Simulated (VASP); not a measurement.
# ZrSiO (P4/nmm) in VASP: further runs

Runs on ZrSiO. Level: PBE. Tasks: single point.

All numbers are computed with VASP 6.6.1; they aren't measurements. Logs are shortened: lines on timing, memory, paths and dates and some standing lists are left out, and cuts for length are marked.

**1. The cell of the first run**

It takes space group P4/nmm (No. 129, tetragonal). Conventional cell: a = 3.364 Å, b = 3.364 Å, c = 7.449 Å, α = 90.00°, β = 90.00°, γ = 90.00°. Zr (site symmetry 4mm) has 5 O at 2.26 to 2.45 Å and 4 Si at 2.85 Å within 3.0 Å. Within 3.1 Å of Si (site symmetry -4m2) lie 4 Si at 2.38 Å and 4 Zr at 2.85 Å. O (site symmetry 4mm) has 5 Zr at 2.26 to 2.45 Å and 4 O at 2.90 Å within 3.0 Å.

**2. Single point, PBE**

Contents of INCAR:

```
SYSTEM = ZrSiO
ALGO     = Normal         ! electronic algorithm
EDIFF    = 1E-6           ! SCF threshold, eV
ENCUT    = 520            ! plane-wave cutoff, eV
GGA      = PE             ! functional
ISIF     = 2              ! what is computed and relaxed
ISMEAR   = -1             ! smearing method
LASPH    = .True.         ! aspherical terms in the spheres
LCHARG   = .True.         ! write CHGCAR
LELF     = .True.         ! ELF
LREAL    = .False.        ! projectors in reciprocal space
LVHAR    = .True.       
LWAVE    = .False.        ! write WAVECAR
NBANDS   = 31             ! bands
NELM     = 100            ! most SCF steps
PREC     = Accurate       ! precision mode
SIGMA    = 0.05           ! smearing width, eV
```

Contents of KPOINTS:

```
k-points
0
Gamma
  8 8 4
  0 0 0
```

Contents of POSCAR:

```
ZrSiO
1.0
    3.3636790891      0.0000000000      0.0000000000
    0.0000000000      3.3636790891      0.0000000000
    0.0000000000      0.0000000000      7.4485908972
Zr Si O
2 2 2
Direct
    0.5000000000      0.0000000000      0.3084100000
    0.0000000000      0.5000000000      0.6915900000
    0.0000000000      0.0000000000      0.0000000000
    0.5000000000      0.5000000000      0.0000000000
    0.5000000000      0.0000000000      0.6112940000
    0.0000000000      0.5000000000      0.3887060000
```

Potentials or basis: VASP PAW PBE potentials, release 64 (Zr_sv, Si, O).

Run with:

```bash
> cat potpaw_PBE.64/Zr_sv/POTCAR potpaw_PBE.64/Si/POTCAR potpaw_PBE.64/O/POTCAR > POTCAR
> mpirun -np 1 vasp_std > vasp.out
```

OUTCAR:

```text
SYSTEM = ZrSiO
   EDIFF = 1E-6
   ENCUT = 520
   GGA = PE
   ISIF = 2
   ISMEAR = -1
   LASPH = .True.
   LREAL = .False.
   NELM = 100
   PREC = Accurate

 ion  position               nearest neighbor table
   1  0.500  0.000  0.308-   5 2.26   6 2.45   6 2.45   6 2.45   6 2.45   3 2.85   3 2.85   4 2.85
                             4 2.85   2 3.72   2 3.72   2 3.72   2 3.72
   2  0.000  0.500  0.692-   6 2.26   5 2.45   5 2.45   5 2.45   5 2.45   3 2.85   4 2.85   4 2.85
                             3 2.85   1 3.72   1 3.72   1 3.72   1 3.72
   3  0.000  0.000  0.000-   4 2.38   4 2.38   4 2.38   4 2.38   2 2.85   1 2.85   1 2.85   2 2.85

   4  0.500  0.500  0.000-   3 2.38   3 2.38   3 2.38   3 2.38   2 2.85   2 2.85   1 2.85   1 2.85

   5  0.500  0.000  0.611-   1 2.26   2 2.45   2 2.45   2 2.45   2 2.45
   6  0.000  0.500  0.389-   2 2.26   1 2.45   1 2.45   1 2.45   1 2.45

  LATTYP: Found a simple tetragonal cell.
 ALAT       =     3.3636790891
 C/A-ratio  =     2.2144178145

  Lattice vectors:

 A1 = (   3.3636790891,   0.0000000000,   0.0000000000)
 A2 = (   0.0000000000,   3.3636790891,   0.0000000000)
 A3 = (   0.0000000000,   0.0000000000,   7.4485908972)

Analysis of symmetry for initial positions (statically):
=====================================================================
 Subroutine PRICEL returns:
 Original cell was already a primitive cell.

 Routine SETGRP: Setting up the symmetry group for a
 simple tetragonal supercell.

 Subroutine GETGRP returns: Found 16 space group operations
 (whereof  8 operations were pure point group operations)
 out of a pool of 16 trial point group operations.

The static configuration has the point symmetry D_2d.
 The point group associated with its full space group is D_4h.

Analysis of symmetry for dynamics (positions and initial velocities):
=====================================================================
 Subroutine PRICEL returns:
 Original cell was already a primitive cell.

 Routine SETGRP: Setting up the symmetry group for a
 simple tetragonal supercell.

 Subroutine GETGRP returns: Found 16 space group operations
 (whereof  8 operations were pure point group operations)
 out of a pool of 16 trial point group operations.

The dynamic configuration has the point symmetry D_2d.
 The point group associated with its full space group is D_4h.

 Subroutine INISYM returns: Found 16 space group operations
 (whereof  8 operations are pure point group operations),
 and found     1 'primitive' translations
[... 99 lines left out ...]
   LSORBIT =      F    spin-orbit coupling
   LASPH  =      T    aspherical Exc in radial PAW
   ENCUT  =  520.0 eV  38.22 Ry    6.18 a.u.   6.25  6.25 13.85*2*pi/ulx,y,z
   NELM   =    100;   NELMIN=  2; NELMDL= -5     # of ELM steps
   EDIFF  = 0.1E-05   stopping-criterion for ELM
   LREAL  =      F    real-space projection
   EDIFFG = 0.1E-04   stopping-criterion for IOM
   NSW    =      0    number of steps for IOM
   IBRION =     -1    ionic relax: 0-MD 1-quasi-New 2-CG
   NFREE  =      0    steps in history (QN), initial steepest desc. (CG)
   ISIF   =      2    stress and relaxation
   ISYM   =      2    0-nonsym 1-usesym 2-fastsym
   POTIM  = 0.5000    time-step for ionic-motion
   TEBEG  =    0.0;   TEEND  =   0.0 temperature during run
   PSTRESS=    0.0 pullay stress
   NELECT =      44.0000    total number of electrons
   NUPDOWN=      -1.0000    fix difference up-down
   EMIN   =  10.00;   EMAX   =-10.00  energy-range for DOS
   EFERMI =   0.00;   METHOD = LEGACY
   ISMEAR =    -1;   SIGMA  =   0.05  broadening in eV -4-tet -1-fermi 0-gaus
   EFERMI_NEDOS =   21; number of points for ismear=-14 and -15
   IALGO  =     38    algorithm
   IMIX   =      4    mixing-type and parameters
     AMIX     =   0.40;   BMIX     =  1.00
     AMIX_MAG =   1.60;   BMIX_MAG =  1.00
  volume/ion in A,a.u.               =      14.05        94.79
  Fermi-wavevector in a.u.,A,eV,Ry     =   1.318230  2.491094 23.643270  1.737731
  Thomas-Fermi vector in A             =   2.448215
   LORBIT       =      0    0 simple, 1 ext, 2 COOP (PROOUT), +10 PAW based schemes
   GGA     = PE    functional components
   LHFCALC =     F    Hartree Fock is set to
   AEXX    =    0.0000 exact exchange contribution
   IVDW    =     0    specifies the selected vdW correction
   LEPSILON=     F    determine dielectric tensor
   LRPA    =     F    only Hartree local field effects (RPA)
 non-spin polarized calculation
  energy-cutoff  :      520.00
  volume of cell :       84.28
 maximum number of plane-waves:      2296
 NGX is ok and might be reduce to    28
   NGX = 13   NGY = 13   NGZ = 27

 number of electron      44.0000001 magnetization

 Free energy of the ion-electron system (eV)
  ---------------------------------------------------
  ext. energy  EPLUGINS =         0.00000000
  ---------------------------------------------------
  free energy    TOTEN  =       -48.49826779 eV

  energy without entropy =      -48.49105251  energy(sigma->0) =      -48.49466015

 E-fermi :  10.0664     XC(G=0): -11.4558

 val. band max:       10.0574165621   @ k =   0.0000   0.0000   0.0000
 cond. band min:      10.0982525133   @ k =   0.3750   0.0000   0.5000
 fundamental gap:      0.0408359512
 Fermi energy:        10.0664467543

 k-point     1 :       0.0000    0.0000    0.0000
  band No.  band energies     occupation
      1     -40.1941      2.00000
      2     -40.1762      2.00000
      3     -18.4149      2.00000
      4     -18.1696      2.00000
      5     -18.0493      2.00000
      6     -18.0493      2.00000
[... 805 lines left out ...]
     30      13.7920      0.00000
     31      14.0024      0.00000

 [... further k-points ...]
[... 5 lines left out ...]
  --------------------------------------------------------------------------------------
  -------------------------------------------------------------------------------------
  Total       -3.7707843     -3.7707843     -4.6806328      0.0000000      0.0000000      0.0000000
  in kB      -71.6867743    -71.6867743    -88.9839990      0.0000000      0.0000000      0.0000000
  external PRESSURE =     -77.4525158 kB  Pullay stress =       0.0000000 kB

 VOLUME and BASIS-vectors are now :
 -----------------------------------------------------------------------------
  energy-cutoff  :      520.00
  volume of cell :       84.28
      direct lattice vectors                 reciprocal lattice vectors
     3.363679089  0.000000000  0.000000000     0.297293521  0.000000000  0.000000000
     0.000000000  3.363679089  0.000000000     0.000000000  0.297293521  0.000000000
     0.000000000  0.000000000  7.448590897     0.000000000  0.000000000  0.134253581

 POSITION                                       TOTAL-FORCE (eV/Angst)
 -----------------------------------------------------------------------------------
      1.68184      0.00000      2.29722         0.000000      0.000000      0.127486
      0.00000      1.68184      5.15137        -0.000000      0.000000     -0.127486
      0.00000      0.00000      0.00000        -0.000000     -0.000000      0.000000
      1.68184      1.68184      0.00000        -0.000000      0.000000      0.000000
      1.68184      0.00000      4.55328         0.000000      0.000000     -0.206925
      0.00000      1.68184      2.89531        -0.000000      0.000000      0.206925
 -----------------------------------------------------------------------------------
    total drift:                                0.000000      0.000000     -0.000000

  FREE ENERGIE OF THE ION-ELECTRON SYSTEM (eV)
  ---------------------------------------------------
  free  energy   TOTEN  =       -48.4982677927 eV

  energy  without entropy=      -48.4910525056  energy(sigma->0) =      -48.49466015
```

stdout:

```text
POSCAR found type information on POSCAR ZrSiO
 POSCAR found :  3 types and       6 ions
 scaLAPACK will be used
 LDA part: xc-table for (Slater+PW92), standard interpolation
 POSCAR, INCAR and KPOINTS ok, starting setup
 FFT: planning ... GRIDC
 FFT: planning ... GRID_SOFT
 FFT: planning ... GRID
 WAVECAR not read
 entering main loop
```

It took 88 s on 1 thread of AMD EPYC 7R43 (Zen 3), shared host; peak memory 0.23 GiB.

What came out:

| Quantity | Value |
| --- | --- |
| Free energy | -48.4983 eV |
| Pressure | -7.7 GPa |
| Largest force | 0.207 eV/Å |
| Band gap on the k mesh | zero (band 22 reaches 10.10 eV, above the bottom of band 23 at 10.06 eV) |

Forces in eV/Å, atoms in the order of the input:
```
Zr   0.000  0.000  0.127
Zr   0.000  0.000 -0.127
Si   0.000  0.000  0.000
Si   0.000  0.000  0.000
O    0.000  0.000 -0.207
O    0.000  0.000  0.207
```

Levels at points of the mesh, in eV from the Fermi level:
```tsv
k point	band 20	band 21	band 22	band 23	band 24	band 25
(0.00, 0.00, 0.00)	-2.54	-2.54	-2.07	-0.01	0.65	1.14
(0.50, 0.00, 0.00)	-2.18	-0.28	-0.28	0.21	0.21	2.34
(0.50, 0.50, 0.00)	-4.50	-2.38	-2.38	1.69	1.69	1.70
(0.00, 0.00, 0.50)	-2.58	-2.54	-2.54	0.70	0.72	1.08
(0.50, 0.00, 0.50)	-2.98	-0.08	-0.08	0.52	0.52	2.10
(0.50, 0.50, 0.50)	-4.47	-2.49	-2.49	0.60	0.60	2.08
```

**3. Single point, PBE**

This run uses another cell than the first one, of 14.32 Å³/atom, 1.019 times its volume.

Contents of INCAR:

```
PREC = Accurate
ENCUT = 520
EDIFF = 1E-6
ISMEAR = -1
SIGMA = 0.05
LREAL = False
LASPH = True
NELM = 100
ALGO = Normal
ISIF = 2
LWAVE = False
LCHARG = False
GGA = PE
NBANDS = 31
```

Contents of KPOINTS:

```
regular mesh
0
Gamma
  8 8 4
```

POSCAR: that of step 2 with these lines changed.

```diff
@@ -2,5 +2,5 @@
 1.0
-    3.3636790891      0.0000000000      0.0000000000
-    0.0000000000      3.3636790891      0.0000000000
-    0.0000000000      0.0000000000      7.4485908972
+    3.3851043743      0.0000000000      0.0000000000
+    0.0000000000      3.3851043743      0.0000000000
+    0.0000000000      0.0000000000      7.4960354305
 Zr Si O
```

Potentials or basis: VASP PAW PBE potentials, release 64 (Zr_sv, Si, O).

Run with:

```bash
> cat potpaw_PBE.64/Zr_sv/POTCAR potpaw_PBE.64/Si/POTCAR potpaw_PBE.64/O/POTCAR > POTCAR
> mpirun -np 1 vasp_std > vasp.out
```

Wall time 92 s (1 thread of AMD EPYC 7R43 (Zen 3), shared host); peak memory 0.23 GiB.

It converged, with:

* Free energy: -48.4074 eV
* Pressure: -10.4 GPa
* Largest force: 0.269 eV/Å
* Band gap on the k mesh: zero (band 22 reaches 9.85 eV, above the bottom of band 23 at 9.83 eV)

Forces on the atoms (eV/Å):
```
Zr   0.000  0.000  0.134
Zr   0.000  0.000 -0.134
Si   0.000  0.000  0.000
Si   0.000  0.000  0.000
O    0.000  0.000 -0.269
O    0.000  0.000  0.269
```

Stress tensor (GPa, compression positive):
```
 -9.69   0.00   0.00
  0.00  -9.69   0.00
  0.00   0.00 -11.79
```

Levels at points of the mesh, in eV from the Fermi level:
```tsv
k point	band 20	band 21	band 22	band 23	band 24	band 25
(0.00, 0.00, 0.00)	-2.52	-2.52	-2.03	0.00	0.58	1.12
(0.50, 0.00, 0.00)	-2.16	-0.28	-0.28	0.20	0.20	2.28
(0.50, 0.50, 0.00)	-4.45	-2.35	-2.35	1.64	1.64	1.66
(0.00, 0.00, 0.50)	-2.54	-2.51	-2.51	0.65	0.71	1.05
(0.50, 0.00, 0.50)	-2.94	-0.08	-0.08	0.51	0.51	2.04
(0.50, 0.50, 0.50)	-4.41	-2.46	-2.46	0.59	0.59	2.01
```

(Continued in part 2 of 2.)
